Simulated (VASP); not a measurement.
Here is a VASP 6.6.1 calculation.

Contents of POSCAR:

```
HfC
1.0
    0.0000000000      2.3250000000      2.3250000000
    2.3250000000      0.0000000000      2.3250000000
    2.3250000000      2.3250000000      0.0000000000
Hf C
1 1
Direct
    0.0000000000      0.0000000000      0.0000000000
    0.5000000000      0.5000000000      0.5000000000
```

Contents of INCAR.step1:

```
SYSTEM = HfC
PREC = Accurate ; ENCUT = 600
ISMEAR = -1 ; SIGMA = 0.05
LREAL = .FALSE. ; LASPH = .TRUE.
NELM = 60 ; GGA = PE
ALGO = Normal ; EDIFF = 1E-4
LWAVE = .TRUE. ; LCHARG = .FALSE.
```

Contents of INCAR.step2:

```
SYSTEM = HfC
PREC = Accurate ; ENCUT = 600
EDIFF = 1E-6 ; ISMEAR = -1
SIGMA = 0.05 ; LREAL = .FALSE.
LASPH = .TRUE. ; NELM = 60
ALGO = Normal ; ISIF = 3
LWAVE = .FALSE. ; LCHARG = .FALSE.
METAGGA = R2SCAN ; LMIXTAU = .TRUE.
IBRION = 2 ; NSW = 80
EDIFFG = -0.01 ; ISTART = 1
```

File KPOINTS:

```
Automatic mesh
0
G
  8 8 8
  0 0 0
```

Potentials or basis: VASP PAW PBE potentials, release 64 (Hf_pv, C).

Command:

```console
$ cat potpaw_PBE.64/Hf_pv/POTCAR potpaw_PBE.64/C/POTCAR > POTCAR
$ cp INCAR.step1 INCAR
$ mpirun -np 1 vasp_std > vasp.out
$ cp INCAR.step2 INCAR
$ mpirun -np 1 vasp_std > vasp.out
```

Problem. What does it give for the band gap on the k mesh?

Solution. Zero (band 7 reaches 6.98 eV, above the bottom of band 8 at 5.64 eV).

Problem. Predict the relaxed volume.

Solution. 12.44 Å³/atom.

Problem. Predict the relaxed cell.

Solution. a = 3.277 Å, b = 3.277 Å, c = 3.277 Å, α = 60.00°, β = 60.00°, γ = 60.00°.

Problem. Predict the space group after relaxing (to 0.05 Å).

Solution. Fm-3m (No. 225).

Step by step:
```csv
step,energy change (eV),largest force (eV/Å),pressure (GPa),volume (Å³)
1,0.0000,0.0000,-2.66,25.14
2,0.0055,0.0000,5.13,24.38
3,-0.0022,0.0000,-0.08,24.87
```

Caveat: the PAW data sets were made with another functional, which shifts forces and pressure a little; spin-orbit coupling is left out, which moves the levels of the heavy elements.
